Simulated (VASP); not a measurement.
The system is As.

```
CELL_PARAMETERS angstrom
3.12000 0.00000 0.00000
-1.56000 2.70200 0.00000
0.00000 0.00000 5.09496
ATOMIC_POSITIONS crystal
As 0.33333 0.66667 0.25000
As 0.66667 0.33333 0.75000
```

- Program: VASP 6.6.1
- Task: relaxation of cell and atoms
- Functional: LDA
- Potentials or basis: VASP PAW LDA potentials, release 64 (As)
- Cutoff: 600 eV
- k mesh: 8 × 8 × 4
- Occupations: methfessel-paxton, width 0.1 eV
- Spin: no spin polarisation

At the start: pressure -10.8 GPa; volume 21.48 Å³/atom.

**Question.** Where does the relaxation end?

**Answer.** Over 7 steps the energy falls by 140.8 meV/atom and the volume is 18.14 Å³/atom (-15.5 %); space group P6_3/mmc (No. 194, to 0.05 Å).

The path:
```tsv
step	energy change (eV)	largest force (eV/Å)	pressure (GPa)	volume (Å³)
1	0.0000	0.0000	-10.81	42.95
2	-0.2470	0.0000	5.38	34.56
3	-0.2732	0.0000	0.27	36.21
4	-0.2732	0.0000	-0.07	36.34
5	-0.2812	0.0000	-0.07	36.29
6	-0.2815	0.0000	-0.02	36.28
7	-0.2816	0.0000	0.00	36.28
```

Final structure:
```
CELL_PARAMETERS angstrom
2.91910 0.00000 0.00000
-1.45955 2.52801 0.00000
0.00000 0.00000 4.91604
ATOMIC_POSITIONS crystal
As 0.33333 0.66667 0.25000
As 0.66667 0.33333 0.75000
```

Caveat: the volume moved by over 15 % at a fixed basis, so the end points are rough.
